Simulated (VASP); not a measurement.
# Ag2HCl2 in VASP: further runs, part 2 of 2

VASP 6.6.1. Earlier steps stand in the parts before.

## Step 3: Single point, PBE+D3(BJ), collinear spin

INCAR reads:

```
SYSTEM = Ag2HCl2
  ALGO = Normal
  DIPOL = 0.5 0.5 0.315
  EDIFF = 1E-6
  ENCUT = 520
  GGA = PE
  IDIPOL = 3
  ISIF = 2
  ISMEAR = 0
  ISPIN = 2
  IVDW = 12
  LASPH = .True.
  LCHARG = .True.
  LDIPOL = .True.
  LELF = .True.
  LMAXMIX = 4
  LORBIT = 11
  LREAL = .False.
  LVACPOTAV = .True.
  LVHAR = .True.
  LWAVE = .False.
  MAGMOM = 0 0 0 0 1
  NBANDS = 30
  NELM = 150
  PREC = Accurate
  SIGMA = 0.05
```

KPOINTS reads:

```
k-points
0
Gamma
  7 7 1
  0 0 0
```

POSCAR reads:

```
Ag2HCl2
1.0
    3.8966246593      0.0000000000      0.0000000000
    0.0000000000      3.8966246593      0.0000000000
    0.0000000000      0.0000000000     20.1478735173
Ag Cl H
2 2 1
Direct
    0.0000000000      0.0000000000      0.1985321179
    0.5000000000      0.5000000000      0.3337564577
    0.5000000000      0.5000000000      0.1985321179
    0.0000000000      0.0000000000      0.3398807081
    0.3750000000      0.3750000000      0.5036697053
```

Potentials or basis: VASP PAW PBE potentials, release 64 (Ag, Cl, H).

The run is started by

```
$ cat potpaw_PBE.64/Ag/POTCAR potpaw_PBE.64/Cl/POTCAR potpaw_PBE.64/H/POTCAR > POTCAR
$ mpirun -np 1 vasp_std > vasp.out
```

OUTCAR:

```text
SYSTEM = Ag2HCl2
   EDIFF = 1E-6
   ENCUT = 520
   GGA = PE
   ISIF = 2
   ISMEAR = 0
   ISPIN = 2
   IVDW = 12
   LASPH = .True.
   LORBIT = 11
   LREAL = .False.
   NELM = 150
   PREC = Accurate
 IVDW          = 12

 ion  position               nearest neighbor table
   1  0.000  0.000  0.199-   3 2.76   3 2.76   3 2.76   3 2.76   4 2.85
   2  0.500  0.500  0.334-   3 2.72   4 2.76   4 2.76   4 2.76   4 2.76
   3  0.500  0.500  0.199-   2 2.72   1 2.76   1 2.76   1 2.76   1 2.76
   4  0.000  0.000  0.340-   2 2.76   2 2.76   2 2.76   2 2.76   1 2.85
   5  0.375  0.375  0.504-

  LATTYP: Found a simple tetragonal cell.
 ALAT       =     3.8966246593
 C/A-ratio  =     5.1705964210

  Lattice vectors:

 A1 = (   3.8966246593,   0.0000000000,   0.0000000000)
 A2 = (   0.0000000000,   3.8966246593,   0.0000000000)
 A3 = (   0.0000000000,   0.0000000000,  20.1478735173)

Analysis of symmetry for initial positions (statically):
=====================================================================
 Subroutine PRICEL returns:
[... 1264 lines left out ...]
  -------------------------------------------------------------------------------------
  Total      -1.81824    -1.81824    -0.20390    -0.00020     0.01329     0.01329
  in kB      -9.52258    -9.52258    -1.06786    -0.00104     0.06959     0.06959
  external pressure =       -6.70 kB  Pullay stress =        0.00 kB

 VOLUME and BASIS-vectors are now :
 -----------------------------------------------------------------------------
  energy-cutoff  :      520.00
  volume of cell :      305.92
      direct lattice vectors                 reciprocal lattice vectors
     3.896624659  0.000000000  0.000000000     0.256632365  0.000000000  0.000000000
     0.000000000  3.896624659  0.000000000     0.000000000  0.256632365  0.000000000
     0.000000000  0.000000000 20.147873517     0.000000000  0.000000000  0.049633029

 POSITION                                       TOTAL-FORCE (eV/Angst)
 -----------------------------------------------------------------------------------
      0.00000      0.00000      4.00000        -0.000059     -0.000059      0.258305
      1.94831      1.94831      6.72448        -0.001764     -0.001764      0.033717
      1.94831      1.94831      4.00000        -0.000034     -0.000034     -0.263630
      0.00000      0.00000      6.84787        -0.002051     -0.002051      0.019834
      1.46123      1.46123     10.14787         0.003908      0.003908     -0.048226
 -----------------------------------------------------------------------------------
    total drift:                               -0.000013     -0.000013      0.000106

  FREE ENERGIE OF THE ION-ELECTRON SYSTEM (eV)
  ---------------------------------------------------
  free  energy   TOTEN  =       -12.6198939497 eV

  energy  without entropy=      -12.6198939497  energy(sigma->0) =      -12.61989395

 vacuum level on the upper side and lower side of the slab         2.778         2.463

 total charge

# of ion       s       p       d       tot
------------------------------------------
    1        0.192   0.121   9.369   9.682
    2        0.195   0.130   9.368   9.693
    3        1.600   3.473   0.000   5.074
    4        1.600   3.472   0.000   5.073
    5        0.379   0.000   0.000   0.379
--------------------------------------------------
tot          3.966   7.197  18.737  29.900

 magnetization (x)

# of ion       s       p       d       tot
------------------------------------------
    1        0.000   0.000   0.000   0.000
    2       -0.000   0.000   0.004   0.004
    3        0.000   0.000   0.000   0.000
    4        0.000   0.006   0.000   0.006
    5        0.378   0.000   0.000   0.378
--------------------------------------------------
tot          0.378   0.006   0.004   0.389
```

stdout:

```text
POSCAR found type information on POSCAR AgClH
 POSCAR found :  3 types and       5 ions
 scaLAPACK will be used
 LDA part: xc-table for (Slater+PW92), standard interpolation
 POSCAR, INCAR and KPOINTS ok, starting setup
 FFT: planning ... GRIDC
 FFT: planning ... GRID_SOFT
 FFT: planning ... GRID
 WAVECAR not read
 entering main loop
 -----------------------------------------------------------------------------
|                                                                             |
|           W    W    AA    RRRRR   N    N  II  N    N   GGGG   !!!           |
|           W    W   A  A   R    R  NN   N  II  NN   N  G    G  !!!           |
|           W    W  A    A  R    R  N N  N  II  N N  N  G       !!!           |
|           W WW W  AAAAAA  RRRRR   N  N N  II  N  N N  G  GGG   !            |
|           WW  WW  A    A  R   R   N   NN  II  N   NN  G    G                |
|           W    W  A    A  R    R  N    N  II  N    N   GGGG   !!!           |
|                                                                             |
|     Did not find any points to average over, which means that no vacuum     |
|     field-free region was found. Please increase the size of  your cell     |
|     in the dimension of the dipole correction to obtain accurate            |
|     workfunction values.                                                    |
|                                                                             |
 -----------------------------------------------------------------------------
```

It took 12 min on 1 thread of AMD EPYC 7R43 (Zen 3), shared host; peak memory 0.53 GiB.

What came out:

```
Free energy                                           : -12.6199 eV
Largest force                                         : 0.264 eV/Å
Band gap on the k mesh                                : 1.10 eV (least direct gap 2.54 eV)
Net moment                                            : 1.00 μB per cell
Site moments                                          : Ag +0.00; Cl +0.00, +0.01; H +0.38 μB
Valence electrons inside the program's atomic spheres : Ag 9.68, 9.69; Cl 5.07; H 0.38
Dispersion energy per atom                            : -0.178 eV
```

Forces on the atoms (eV/Å):
```
Ag   0.000  0.000  0.258
Ag  -0.002 -0.002  0.034
Cl   0.000  0.000 -0.264
Cl  -0.002 -0.002  0.020
H    0.004  0.004 -0.048
```

Levels at points of the mesh, in eV from the valence-band top:
Spin up:
| k point | band 16 | band 17 | band 18 | band 19 | band 20 | band 21 | band 22 | band 23 |
| --- | --- | --- | --- | --- | --- | --- | --- | --- |
| (0.00, 0.00, 0.00) | -2.11 | -1.91 | -1.91 | -1.44 | 1.20 | 2.30 | 4.75 | 5.12 |
Spin down:
```tsv
k point	band 15	band 16	band 17	band 18	band 19	band 20	band 21	band 22
(0.00, 0.00, 0.00)	-2.19	-1.91	-1.91	-1.44	1.10	2.14	3.90	4.78
```
